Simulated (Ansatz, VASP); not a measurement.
**Two plane-wave programs on SiC**

POSCAR

```
SiC
1.0
    0.0000000000      2.1790000000      2.1790000000
    2.1790000000      0.0000000000      2.1790000000
    2.1790000000      2.1790000000      0.0000000000
Si C
1 1
Direct
    0.0000000000      0.0000000000      0.0000000000
    0.2500000000      0.2500000000      0.2500000000
```

File INCAR.step1:

```
ALGO     = Normal         # electronic algorithm
EDIFF    = 1E-4           # SCF threshold, eV
ENCUT    = 520            # plane-wave cutoff, eV
GGA      = PE             # functional
ISMEAR   = 0              # smearing method
LASPH    = True           # aspherical terms in the spheres
LCHARG   = False          # write CHGCAR
LREAL    = False          # projectors in reciprocal space
LWAVE    = True           # write WAVECAR
NBANDS   = 11             # bands
NELM     = 100            # most SCF steps
PREC     = Accurate       # precision mode
SIGMA    = 0.01           # smearing width, eV
```

Contents of INCAR.step2:

```
ALGO     = Normal         # electronic algorithm
EDIFF    = 1E-7           # SCF threshold, eV
ENCUT    = 520            # plane-wave cutoff, eV
ISIF     = 2              # what is computed and relaxed
ISMEAR   = 0              # smearing method
ISTART   = 1            
LASPH    = True           # aspherical terms in the spheres
LCHARG   = False          # write CHGCAR
LMIXTAU  = True         
LREAL    = False          # projectors in reciprocal space
LWAVE    = False          # write WAVECAR
METAGGA  = R2SCAN         # meta-GGA
NBANDS   = 11             # bands
NELM     = 100            # most SCF steps
PREC     = Accurate       # precision mode
SIGMA    = 0.01           # smearing width, eV
```

File KPOINTS:

```
k-points
0
Gamma
  8 8 8
```

Input for Ansatz:

```yaml
crystal:
  lattice:
    - [0.0, 2.179, 2.179]
    - [2.179, 0.0, 2.179]
    - [2.179, 2.179, 0.0]
  atoms:
    - { symbol: Si, position: [0.0, 0.0, 0.0] }
    - { symbol: C, position: [0.25, 0.25, 0.25] }
basis:
  ecutwfc: 600.0
kpoints:
  mp_grid:
    grid: [8, 8, 8]
hamiltonian:
  xc: r2scan
scf:
  convergence:
    dr2_threshold: 1.0e-10
  occupations:
    method: fixed
output:
  stress: true
```

Alike in both runs: task single point; functional r2SCAN; k mesh 8 × 8 × 8; no spin polarisation.

```csv
,VASP,Ansatz
version,VASP 6.6.1,Ansatz 0.2.0
potentials or method,"VASP PAW PBE potentials, release 64 (Si, C), cutoff 520 eV","plane waves, PAW"
occupations,"gaussian, width 0.01 eV",fixed
valence electrons in the cell,8,8
```

VASP gave:

* pressure (GPa): -0.4

Q: Which values does Ansatz return?

A: Pressure (GPa): -0.3.

VASP's potentials were made for PBE, not for r2SCAN.
